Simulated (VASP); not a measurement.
# Zn2Ga (I4/mmm) in VASP: a series of runs

Zn2Ga is run at these levels: PBE; tasks: single point, relaxation of cell and atoms.

All numbers are computed with VASP 6.6.1; they aren't measurements. Logs are shortened: lines on timing, memory, paths and dates and some standing lists are left out, and cuts for length are marked.

### Step 1. The cell of the first run

Symmetry: I4/mmm, No. 139, tetragonal system. The conventional cell has a = 3.887 Å, b = 3.887 Å, c = 6.375 Å, α = 90.00°, β = 90.00°, γ = 90.00°. Zn (site symmetry 4mm) has 1 Zn at 1.19 Å within 1.6 Å. Ga (site symmetry 4/mmm) has 10 Zn at 2.59 to 2.81 Å within 3.4 Å.

### Step 2. Single point, PBE

INCAR

```
SYSTEM = Zn2Ga
  ALGO = Normal
  EDIFF = 1E-6
  ENCUT = 520
  GGA = PE
  ISIF = 2
  ISMEAR = 0
  LASPH = .TRUE.
  LCHARG = .TRUE.
  LELF = .TRUE.
  LREAL = .FALSE.
  LVHAR = .TRUE.
  LWAVE = .FALSE.
  NBANDS = 26
  NELM = 60
  PREC = Accurate
  SIGMA = 0.1
```

KPOINTS

```
k-points
0
G
  6 6 6
  0 0 0
```

POSCAR

```
Zn2Ga
1.0
   -1.9434154998      1.9434154998      3.1874012568
    1.9434154998     -1.9434154998      3.1874012568
    1.9434154998      1.9434154998     -3.1874012568
Zn Ga
2 1
Direct
    0.5930000000      0.5930000000      0.0000000000
    0.4070000000      0.4070000000      0.0000000000
    0.0000000000      0.0000000000      0.0000000000
```

Potentials or basis: VASP PAW PBE potentials, release 64 (Zn, Ga_d).

Launch:

```
$ cat potpaw_PBE.64/Zn/POTCAR potpaw_PBE.64/Ga_d/POTCAR > POTCAR
$ mpirun -np 1 vasp_std > vasp.out
```

OUTCAR:

```text
SYSTEM = Zn2Ga
   EDIFF = 1E-6
   ENCUT = 520
   GGA = PE
   ISIF = 2
   ISMEAR = 0
   LASPH = .TRUE.
   LREAL = .FALSE.
   NELM = 60
   PREC = Accurate

 ion  position               nearest neighbor table
   1  0.593  0.593  0.000-   2 1.19   3 2.59   3 2.81   3 2.81   3 2.81   3 2.81
   2  0.407  0.407  0.000-   1 1.19   3 2.59   3 2.81   3 2.81   3 2.81   3 2.81
   3  0.000  0.000  0.000-   1 2.59   2 2.59   1 2.81   2 2.81   1 2.81   1 2.81   1 2.81   2 2.81
                             2 2.81   2 2.81

 -----------------------------------------------------------------------------
|                                                                             |
|           W    W    AA    RRRRR   N    N  II  N    N   GGGG   !!!           |
|           W    W   A  A   R    R  NN   N  II  NN   N  G    G  !!!           |
|           W    W  A    A  R    R  N N  N  II  N N  N  G       !!!           |
|           W WW W  AAAAAA  RRRRR   N  N N  II  N  N N  G  GGG   !            |
|           WW  WW  A    A  R   R   N   NN  II  N   NN  G    G                |
|           W    W  A    A  R    R  N    N  II  N    N   GGGG   !!!           |
|                                                                             |
|     The distance between some ions is very small. Please check the          |
|     nearest-neighbor list in the OUTCAR file.                               |
|     I HOPE YOU KNOW WHAT YOU ARE DOING!                                     |
|                                                                             |
 -----------------------------------------------------------------------------

  LATTYP: Found a body centered tetragonal cell.
 ALAT       =     3.8868309996
 C/A-ratio  =     1.6401028278

  Lattice vectors:

 A1 = (  -1.9434154998,   1.9434154998,   3.1874012568)
 A2 = (   1.9434154998,  -1.9434154998,   3.1874012568)
 A3 = (   1.9434154998,   1.9434154998,  -3.1874012568)

Analysis of symmetry for initial positions (statically):
=====================================================================
 Subroutine PRICEL returns:
 Original cell was already a primitive cell.

 Routine SETGRP: Setting up the symmetry group for a
 body centered tetragonal supercell.

 Subroutine GETGRP returns: Found 16 space group operations
 (whereof 16 operations were pure point group operations)
 out of a pool of 16 trial point group operations.

The static configuration has the point symmetry D_4h.

Analysis of symmetry for dynamics (positions and initial velocities):
=====================================================================
 Subroutine PRICEL returns:
 Original cell was already a primitive cell.

 Routine SETGRP: Setting up the symmetry group for a
 body centered tetragonal supercell.

 Subroutine GETGRP returns: Found 16 space group operations
 (whereof 16 operations were pure point group operations)
 out of a pool of 16 trial point group operations.

The dynamic configuration has the point symmetry D_4h.

 Subroutine INISYM returns: Found 16 space group operations
 (whereof 16 operations are pure point group operations),
 and found     1 'primitive' translations

----------------------------------------------------------------------------------------

                                     Primitive cell

  volume of cell :      48.1535

  direct lattice vectors                    reciprocal lattice vectors
    -1.943415500  1.943415500  3.187401257     0.000000000  0.257279002  0.156867605
     1.943415500 -1.943415500  3.187401257     0.257279002  0.000000000  0.156867605
     1.943415500  1.943415500 -3.187401257     0.257279002  0.257279002  0.000000000

  length of vectors
     4.208711725  4.208711725  4.208711725     0.301330268  0.301330268  0.363847454

  position of ions in fractional coordinates (direct lattice)
     0.593000000  0.593000000  0.000000000
     0.407000000  0.407000000  0.000000000
     0.000000000  0.000000000  0.000000000

  ion indices of the primitive-cell ions
   primitive index   ion index
                 1           1
                 2           2
                 3           3

----------------------------------------------------------------------------------------

 KPOINTS: k-points

Automatic generation of k-mesh.
 Grid dimensions read from file:
 generate k-points for:    6    6    6

 Generating k-lattice:

  Cartesian coordinates                     Fractional coordinates (reciprocal lattice)
     0.000000000  0.042879834  0.026144601     0.166666667  0.000000000  0.000000000
     0.042879834  0.000000000  0.026144601     0.000000000  0.166666667  0.000000000
     0.042879834  0.042879834  0.000000000     0.000000000  0.000000000  0.166666667

  Length of vectors
     0.050221711  0.050221711  0.060641242

  Shift w.r.t. Gamma in fractional coordinates (k-lattice)
     0.000000000  0.000000000  0.000000000

 Subroutine IBZKPT returns following result:
 ===========================================

 Found     30 irreducible k-points:

 Following reciprocal coordinates:
            Coordinates               Weight
  0.000000  0.000000  0.000000      1.000000
  0.166667 -0.000000  0.000000      8.000000
  0.333333  0.000000  0.000000      8.000000
  0.500000  0.000000  0.000000      4.000000
  0.166667  0.166667  0.000000      8.000000
  0.333333  0.166667 -0.000000     16.000000
[... 16 lines left out ...]
 -0.333333 -0.333333  0.166667      8.000000
 -0.166667 -0.333333  0.166667      8.000000
 [... further k-points ...]
   k-points           NKPTS =     30   k-points in BZ     NKDIM =     30   number of bands    NBANDS=     26
   number of dos      NEDOS =    301   number of ions     NIONS =      3
   total plane-waves  NPLWV =  32768
   dimension x,y,z NGX =    32 NGY =   32 NGZ =   32
   dimension x,y,z NGXF=    64 NGYF=   64 NGZF=   64
   ions per type =               2   1
   NGX,Y,Z   is equivalent  to a cutoff of  12.64, 12.64, 12.64 a.u.
   NGXF,Y,Z  is equivalent  to a cutoff of  25.28, 25.28, 25.28 a.u.
 SYSTEM =  Zn2Ga
   PREC   = accura    normal or accurate (medium, high low for compatibility)
   ISTART =      0    job   : 0-new  1-cont  2-samecut
   ICHARG =      2    charge: 1-file 2-atom 10-const
   ISPIN  =      1    spin polarized calculation?
   LNONCOLLINEAR =      F non collinear calculations
   LSORBIT =      F    spin-orbit coupling
   LASPH  =      T    aspherical Exc in radial PAW
   ENCUT  =  520.0 eV  38.22 Ry    6.18 a.u.   7.83  7.83  7.83*2*pi/ulx,y,z
   NELM   =     60;   NELMIN=  2; NELMDL= -5     # of ELM steps
   EDIFF  = 0.1E-05   stopping-criterion for ELM
   LREAL  =      F    real-space projection
   EDIFFG = 0.1E-04   stopping-criterion for IOM
   NSW    =      0    number of steps for IOM
   IBRION =     -1    ionic relax: 0-MD 1-quasi-New 2-CG
   NFREE  =      0    steps in history (QN), initial steepest desc. (CG)
   ISIF   =      2    stress and relaxation
   ISYM   =      2    0-nonsym 1-usesym 2-fastsym
   POTIM  = 0.5000    time-step for ionic-motion
   TEBEG  =    0.0;   TEEND  =   0.0 temperature during run
   PSTRESS=    0.0 pullay stress
   NELECT =      37.0000    total number of electrons
   NUPDOWN=      -1.0000    fix difference up-down
   EMIN   =  10.00;   EMAX   =-10.00  energy-range for DOS
   EFERMI =   0.00;   METHOD = LEGACY
   ISMEAR =     0;   SIGMA  =   0.10  broadening in eV -4-tet -1-fermi 0-gaus
   EFERMI_NEDOS =   21; number of points for ismear=-14 and -15
   IALGO  =     38    algorithm
   IMIX   =      4    mixing-type and parameters
     AMIX     =   0.40;   BMIX     =  1.00
     AMIX_MAG =   1.60;   BMIX_MAG =  1.00
  volume/ion in A,a.u.               =      16.05       108.32
  Fermi-wavevector in a.u.,A,eV,Ry     =   1.499453  2.833554 30.590766  2.248358
  Thomas-Fermi vector in A             =   2.611080
   LORBIT       =      0    0 simple, 1 ext, 2 COOP (PROOUT), +10 PAW based schemes
   GGA     = PE    functional components
   LHFCALC =     F    Hartree Fock is set to
   AEXX    =    0.0000 exact exchange contribution
   IVDW    =     0    specifies the selected vdW correction
   LEPSILON=     F    determine dielectric tensor
   LRPA    =     F    only Hartree local field effects (RPA)
 non-spin polarized calculation
 Gauss-broadening in eV      SIGMA  =   0.10
  energy-cutoff  :      520.00
  volume of cell :       48.15
 maximum number of plane-waves:      1318
   NGX = 15   NGY = 15   NGZ = 15

 number of electron      37.0000022 magnetization

 Free energy of the ion-electron system (eV)
  ---------------------------------------------------
  ext. energy  EPLUGINS =         0.00000000
  ---------------------------------------------------
  free energy    TOTEN  =        37.15437137 eV

  energy without entropy =       37.16079951  energy(sigma->0) =       37.15758544

 E-fermi :   4.1123     XC(G=0): -11.1663

 val. band max:        4.0830485350   @ k =   0.5000   0.1667   0.0000
 cond. band min:       4.1888314268   @ k =  -0.1667   0.1667   0.0000
 fundamental gap:      0.1057828918
 Fermi energy:         4.1122929026

 k-point     1 :       0.0000    0.0000    0.0000
  band No.  band energies     occupation
      1     -11.0688      2.00000
      2     -11.0688      2.00000
      3     -10.6899      2.00000
      4     -10.6508      2.00000
      5     -10.5953      2.00000
      6     -10.5761      2.00000
[... 18 lines left out ...]
     25      10.7934      0.00000
     26      12.4027      0.00000

 k-point     2 :       0.1667   -0.0000    0.0000
  band No.  band energies     occupation
      1     -11.0950      2.00000
      2     -11.0915      2.00000
      3     -10.6624      2.00000
      4     -10.6222      2.00000
      5     -10.5858      2.00000
      6     -10.5720      2.00000
[... 18 lines left out ...]
     25      11.5350      0.00000
[... 608 lines left out ...]
     25      14.6985      0.00000
     26      15.3472      0.00000

 k-point    24 :      -0.1667   -0.3333    0.1667
  band No.  band energies     occupation
      1     -11.1058      2.00000
      2     -11.1021      2.00000
      3     -10.6293      2.00000
      4     -10.6208      2.00000
      5     -10.5915      2.00000
      6     -10.5518      2.00000
[... 18 lines left out ...]
     25      13.4916      0.00000
     26      13.9908      0.00000

 [... further k-points ...]

------------------------ aborting loop because EDIFF is reached ----------------------------------------

  FORCE on cell =-STRESS in cart. coord.  units (eV):
  Direction    XX          YY          ZZ          XY          YZ          ZX
  --------------------------------------------------------------------------------------
  -------------------------------------------------------------------------------------
  Total        0.7347984      0.7347984    235.1100865      0.0000000     -0.0000000      0.0000000
  in kB       24.4484161     24.4484161   7822.6479987      0.0000000     -0.0000000      0.0000000
  external PRESSURE =    2623.8482770 kB  Pullay stress =       0.0000000 kB

 VOLUME and BASIS-vectors are now :
 -----------------------------------------------------------------------------
  energy-cutoff  :      520.00
  volume of cell :       48.15
      direct lattice vectors                 reciprocal lattice vectors
    -1.943415500  1.943415500  3.187401257     0.000000000  0.257279002  0.156867605
     1.943415500 -1.943415500  3.187401257     0.257279002  0.000000000  0.156867605
     1.943415500  1.943415500 -3.187401257     0.257279002  0.257279002  0.000000000

 POSITION                                       TOTAL-FORCE (eV/Angst)
 -----------------------------------------------------------------------------------
      0.00000      0.00000      3.78026        -0.000000     -0.000000    197.422056
      0.00000      0.00000      2.59454         0.000000      0.000000   -197.422056
      0.00000      0.00000      0.00000        -0.000000     -0.000000      0.000000
 -----------------------------------------------------------------------------------
    total drift:                               -0.000000     -0.000000      0.000000

  FREE ENERGIE OF THE ION-ELECTRON SYSTEM (eV)
  ---------------------------------------------------
  free  energy   TOTEN  =        37.1543713698 eV

  energy  without entropy=       37.1607995085  energy(sigma->0) =       37.15758544
```

Wall time 14 s (1 thread of Intel Xeon 6975P-C (Granite Rapids), shared host); peak memory 0.19 GiB.

What came out:

```yaml
Free_energy: 37.1544 eV
Pressure: 262.4 GPa
Largest_force: 197.422 eV/Å
Band_gap_on_the_k_mesh: zero (an odd number of electrons rules out a gap without spin polarisation)
```

Forces in eV/Å, atoms in the order of the input:
```
Zn     0.000    0.000  197.422
Zn     0.000    0.000 -197.422
Ga     0.000    0.000    0.000
```

Caveat: atoms lie so close that the PAW spheres overlap strongly, which falsifies energies and pressures; the stress differs along the axes, from 2 to 782 GPa; forces of over 1 eV/Å act on the atoms, so gaps and moduli don't describe the material at rest.

[end of part 1 of 3]

The gap in the log of VASP goes by the Fermi energy; the results here count the filled bands.